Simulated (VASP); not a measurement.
# InAs (F-43m) in VASP: phonons with r2SCAN

Aim: the phonons of InAs with r2SCAN.

Program: VASP 6.6.1. These are calculated values, not measurements. Logs are shortened: lines on timing, memory, paths and dates and some standing lists are left out, and cuts for length are marked.

## (1) The cell of the first run

It takes space group F-43m (No. 216, cubic). The conventional cell has a = 6.098 Å, b = 6.098 Å, c = 6.098 Å, α = 90.00°, β = 90.00°, γ = 90.00°. Within 3.5 Å of In (site symmetry -43m) lie 4 As at 2.64 Å. Within 3.5 Å of As (site symmetry -43m) lie 4 In at 2.64 Å.

## (2) Phonons, r2SCAN

INCAR reads:

```
SYSTEM = InAs
ALGO = Normal
EDIFF = 1E-8
ENCUT = 520
IBRION = 6
ISIF = 2
ISMEAR = 0
LASPH = .TRUE.
LCHARG = .TRUE.
LMIXTAU = .TRUE.
LREAL = .FALSE.
LWAVE = .FALSE.
METAGGA = R2SCAN
NELM = 80
NFREE = 2
NSW = 1
POTIM = 0.015
PREC = Accurate
SIGMA = 0.02
```

KPOINTS reads:

```
k-points
0
G
  12 12 12
  0 0 0
```

POSCAR reads:

```
InAs
1.0
    0.0000000000      3.0490601873      3.0490601873
    3.0490601873      0.0000000000      3.0490601873
    3.0490601873      3.0490601873      0.0000000000
In As
1 1
Direct
    0.0000000000      0.0000000000      0.0000000000
    0.2500000000      0.2500000000      0.2500000000
```

Potentials or basis: VASP PAW PBE potentials, release 64 (In_d, As).

Launch:

```console
$ cat potpaw_PBE.64/In_d/POTCAR potpaw_PBE.64/As/POTCAR > POTCAR
$ mpirun -np 1 vasp_std > vasp.out
```

OUTCAR:

```text
SYSTEM = InAs
   EDIFF = 1E-8
   ENCUT = 520
   IBRION = 6
   ISIF = 2
   ISMEAR = 0
   LASPH = .TRUE.
   LREAL = .FALSE.
   METAGGA = R2SCAN
   NELM = 80
   NFREE = 2
   NSW = 1
   POTIM = 0.015
   PREC = Accurate

 ion  position               nearest neighbor table
   1  0.000  0.000  0.000-   2 2.64   2 2.64   2 2.64   2 2.64
   2  0.250  0.250  0.250-   1 2.64   1 2.64   1 2.64   1 2.64

  LATTYP: Found a face centered cubic cell.
 ALAT       =     6.0981203746

  Lattice vectors:

 A1 = (   0.0000000000,   3.0490601873,   3.0490601873)
 A2 = (   3.0490601873,   0.0000000000,   3.0490601873)
 A3 = (   3.0490601873,   3.0490601873,   0.0000000000)

Analysis of symmetry for initial positions (statically):
=====================================================================
 Subroutine PRICEL returns:
 Original cell was already a primitive cell.

 Routine SETGRP: Setting up the symmetry group for a
 face centered cubic supercell.

 Subroutine GETGRP returns: Found 24 space group operations
 (whereof 24 operations were pure point group operations)
 out of a pool of 48 trial point group operations.

The static configuration has the point symmetry T_d .

Analysis of symmetry for dynamics (positions and initial velocities):
=====================================================================
 Subroutine PRICEL returns:
 Original cell was already a primitive cell.

 Routine SETGRP: Setting up the symmetry group for a
 face centered cubic supercell.

 Subroutine GETGRP returns: Found 24 space group operations
 (whereof 24 operations were pure point group operations)
 out of a pool of 48 trial point group operations.

The dynamic configuration has the point symmetry T_d .

 Subroutine INISYM returns: Found 24 space group operations
 (whereof 24 operations are pure point group operations),
 and found     1 'primitive' translations

----------------------------------------------------------------------------------------

                                     Primitive cell

[... 281 lines left out ...]
--------------------------------------- Ionic step        5  -------------------------------------------

 number of electron      17.9999994 magnetization

 Free energy of the ion-electron system (eV)
  ---------------------------------------------------
  ext. energy  EPLUGINS =         0.00000000
  ---------------------------------------------------
  free energy    TOTEN  =       -38.06080286 eV

  energy without entropy =      -38.06080264  energy(sigma->0) =      -38.06080275

 E-fermi :   4.0890     XC(G=0):  -9.5414

 val. band max:        4.0485181804   @ k =   0.0000   0.0000   0.0000
 cond. band min:       4.1294280753   @ k =   0.0000   0.0000   0.0000
 fundamental gap:      0.0809098949
 Fermi energy:         4.0889735537

 k-point     1 :       0.0000    0.0000    0.0000
  band No.  band energies     occupation
      1     -10.7851      2.00000
      2     -10.7826      2.00000
      3     -10.7796      2.00000
      4     -10.6456      2.00000
      5     -10.6456      2.00000
      6      -8.1160      2.00000
      7       3.9886      2.00000
      8       4.0192      2.00000
      9       4.0485      1.99577
     10       4.1294      0.00423
     11       8.2582      0.00000
     12       8.2788      0.00000
     13       8.3010      0.00000
[... 354 lines left out ...]
  band No.  band energies     occupation
      1     -10.9157      2.00000
      2     -10.7418      2.00000
      3     -10.7375      2.00000
      4     -10.6453      2.00000
      5     -10.6400      2.00000
      6      -6.4970      2.00000
      7      -1.6183      2.00000
      8       1.6840      2.00000
      9       2.7596      2.00000
     10       6.5398      0.00000
     11       8.7000      0.00000
     12       9.8175      0.00000
     13      11.3813      0.00000

 [... further k-points ...]

------------------------ aborting loop because EDIFF is reached ----------------------------------------

  FORCE on cell =-STRESS in cart. coord.  units (eV):
  Direction    XX          YY          ZZ          XY          YZ          ZX
  --------------------------------------------------------------------------------------
  -------------------------------------------------------------------------------------
  Total        0.1094289      0.1117411      0.1117411      0.0000000      0.1122603      0.0000000
  in kB        3.0925357      3.1578795      3.1578795      0.0000000      3.1725527      0.0000000
  external PRESSURE =       3.1360982 kB  Pullay stress =       0.0000000 kB
[... 17 lines left out ...]
  FREE ENERGIE OF THE ION-ELECTRON SYSTEM (eV)
  ---------------------------------------------------
  free  energy   TOTEN  =       -38.0608028589 eV

  energy  without entropy=      -38.0608026405  energy(sigma->0) =      -38.06080275

 INTERNAL STRAIN TENSORS FROM DISPLACED ATOMS
 ============================================

 INTERNAL STRAIN TENSOR FOR ION    1 for displacements in x,y,z  (eV/Angst):
          X           Y           Z          XY          YZ          ZX
  --------------------------------------------------------------------------------
  x     0.00000     0.00000     0.00000     0.00000     7.48398     0.00000
  y     0.00000     0.00000     0.00000     0.00000     0.00000     7.48398
  z     0.00000     0.00000     0.00000     7.48398     0.00000     0.00000

 INTERNAL STRAIN TENSOR FOR ION    2 for displacements in x,y,z  (eV/Angst):
          X           Y           Z          XY          YZ          ZX
  --------------------------------------------------------------------------------
  x    -0.00000     0.00000     0.00000     0.00000    -7.48215     0.00000
  y     0.00000     0.00000     0.00000     0.00000     0.00000    -7.48215
  z     0.00000     0.00000    -0.00000    -7.48215     0.00000     0.00000

 Eigenvectors and eigenvalues of the dynamical matrix
 ----------------------------------------------------

   1 f  =    6.352799 THz    39.915813 2PiTHz  211.906562 cm-1    26.273053 meV
             X         Y         Z           dx          dy          dz
      0.000000  0.000000  0.000000     0.000000   -0.601613   -0.180959
      1.524530  1.524530  1.524530    -0.000000    0.745047    0.224102
[... 21 lines left out ...]
   6 f/i=    0.001162 THz     0.007298 2PiTHz    0.038744 cm-1     0.004804 meV
             X         Y         Z           dx          dy          dz
      0.000000  0.000000  0.000000     0.041738   -0.762201    0.150414
      1.524530  1.524530  1.524530     0.033703   -0.615464    0.121457

 ELASTIC MODULI CONTR FROM IONIC RELAXATION (kBar)
 Direction    XX          YY          ZZ          XY          YZ          ZX
 --------------------------------------------------------------------------------
 XX          -0.0000      0.0000      0.0000      0.0000     -0.0000      0.0000
 YY           0.0000     -0.0000      0.0000      0.0000      0.0000      0.0000
 ZZ           0.0000      0.0000     -0.0000     -0.0000      0.0000      0.0000
 XY           0.0000      0.0000     -0.0000   -211.3895      0.0000      0.0000
 YZ          -0.0000      0.0000      0.0000      0.0000   -211.3895      0.0000
 ZX           0.0000      0.0000      0.0000      0.0000      0.0000   -211.3895
 --------------------------------------------------------------------------------
```

stdout:

```text
POSCAR found type information on POSCAR InAs
 POSCAR found :  2 types and       2 ions
 scaLAPACK will be used
 -----------------------------------------------------------------------------
|                                                                             |
|                                                                             |
|     You enforced a specific xc type in the INCAR file but a different       |
|     I HOPE YOU KNOW WHAT YOU ARE DOING!                                     |
|                                                                             |
 -----------------------------------------------------------------------------

 LDA part: xc-table for (None), standard interpolation
 POSCAR, INCAR and KPOINTS ok, starting setup
 FFT: planning ... GRIDC
 FFT: planning ... GRID_SOFT
 FFT: planning ... GRID
 WAVECAR not read
 entering main loop
 Found     2 degrees of freedom:
 Finite differences POTIM= 0.01500 DOF=   2
 bond charge predicted
 Finite differences progress:
 bond charge predicted
 Finite differences progress:
 bond charge predicted
 Finite differences progress:
 bond charge predicted
 Finite differences progress:
```

Run time: 15 min. Hardware: 1 thread of Intel Xeon 6975P-C (Granite Rapids), shared host; peak memory 0.47 GiB.

Results:

* Highest phonon frequency at Γ, LO-TO splitting left out: 212 cm⁻¹

Phonon frequencies in cm⁻¹ (negative: imaginary):
```csv
q point,frequencies
"(0.000, 0.000, 0.000)",0 0 0 212 212 212
```

Caveat: the PAW data sets were made with another functional, which shifts forces and pressure a little; spin-orbit coupling is left out, which moves the levels of the heavy elements.
